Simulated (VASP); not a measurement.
The system is Sn.

```
Sn
1.0
    -1.72654    1.77555    2.33834
     1.72654   -1.77555    2.33834
     1.72654    1.77555   -2.33834
Sn
1
Cartesian
  0.0000 0.0000 0.0000
```

```yaml
Program: VASP 6.6.1
Task: relaxation of cell and atoms
Functional: BLYP
Potentials_or_basis: VASP PAW PBE potentials, release 64 (Sn_d)
Cutoff: 600 eV
k_mesh: 11 × 11 × 11
Occupations: fermi-dirac, width 0.05 eV
Spin: no spin polarisation
```

At the start: pressure 3.1 GPa; volume 28.67 Å³/atom.

Where does the relaxation end?

Over 12 steps the energy falls by 24.7 meV/atom and the volume is 30.89 Å³/atom (+7.7 %); space group Immm (No. 71, to 0.1 Å) before, Fm-3m (No. 225, to 0.1 Å).

Step by step:
| step | energy change (eV) | largest force (eV/Å) | pressure (GPa) | volume (Å³) |
| --- | --- | --- | --- | --- |
| 1 | 0.0000 | 0.0000 | 3.14 | 28.67 |
| 2 | -0.0218 | 0.0000 | -0.29 | 31.07 |
| 3 | -0.0219 | 0.0000 | -0.08 | 30.91 |
| 4 | -0.0219 | 0.0000 | -0.17 | 30.95 |
| 5 | -0.0229 | 0.0000 | -0.12 | 30.93 |
| 6 | -0.0237 | 0.0000 | -0.01 | 30.88 |
| 7 | -0.0242 | 0.0000 | 0.01 | 30.85 |
| 8 | -0.0247 | 0.0000 | 0.06 | 30.79 |
| 9 | -0.0247 | 0.0000 | 0.09 | 30.79 |
| 10 | -0.0247 | 0.0000 | 0.11 | 30.79 |
| 11 | -0.0247 | 0.0000 | -0.13 | 30.97 |
| 12 | -0.0247 | 0.0000 | -0.01 | 30.89 |

Final structure:
```
Sn
1.0
    -1.76351    1.76394    2.48227
     1.76351   -1.76394    2.48227
     1.76351    1.76394   -2.48227
Sn
1
Direct
  0.00000 0.00000 0.00000
```

Caveat: the PAW data sets were made with another functional, which shifts forces and pressure a little.
